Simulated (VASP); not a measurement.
# BAs: single point with r2SCAN50

Crystal: BAs.

```
CELL_PARAMETERS angstrom
2.12755 0.00000 0.00000
0.00000 3.17406 0.00000
0.00000 0.00000 4.95098
ATOMIC_POSITIONS crystal
B 0.00000 0.50000 0.00000
As 0.50000 0.50000 0.50000
```

* Program: VASP 6.6.1
* Task: single point
* Functional: r2SCAN50
* Potentials or basis: VASP PAW PBE potentials, release 64 (B, As)
* Cutoff: 520 eV
* k mesh: 6 × 4 × 3
* Occupations: fermi-dirac, width 0.05 eV
* Spin: no spin polarisation

```yaml
Pressure: 2.9 GPa
Band_gap_on_the_k_mesh: zero (bands 4 and 5 overlap by 4.91 eV)
```

Stress tensor (GPa, compression positive):
```
 28.47   0.00   0.00
  0.00 -11.50   0.00
  0.00   0.00  -8.20
```

Levels at points of the mesh, in eV from the Fermi level:
```tsv
k point	band 1	band 2	band 3	band 4	band 5	band 6	band 7	band 8	band 9
(0.00, 0.00, 0.00)	-20.59	-11.57	-9.67	-2.42	4.65	6.52	8.05	13.23	13.27
(0.50, 0.00, 0.00)	-10.97	-10.07	-3.85	-2.16	2.30	2.53	8.10	8.41	13.97
(0.00, 0.50, 0.00)	-19.14	-9.84	-9.75	-8.39	-2.91	4.76	8.70	15.08	16.49
(0.50, 0.50, 0.00)	-9.89	-8.00	-2.65	1.01	1.07	3.49	3.60	3.67	7.93
```

Wall time 2.2 min on 1 thread of Intel(R) Xeon(R) Platinum 8488C (Sapphire Rapids), on a shared host, peak memory 0.16 GiB.

Caveat: the k points lie up to 0.49 Å⁻¹ apart, too coarse for converged energies and pressures of a metal; the PAW data sets were made with another functional, which shifts forces and pressure a little.
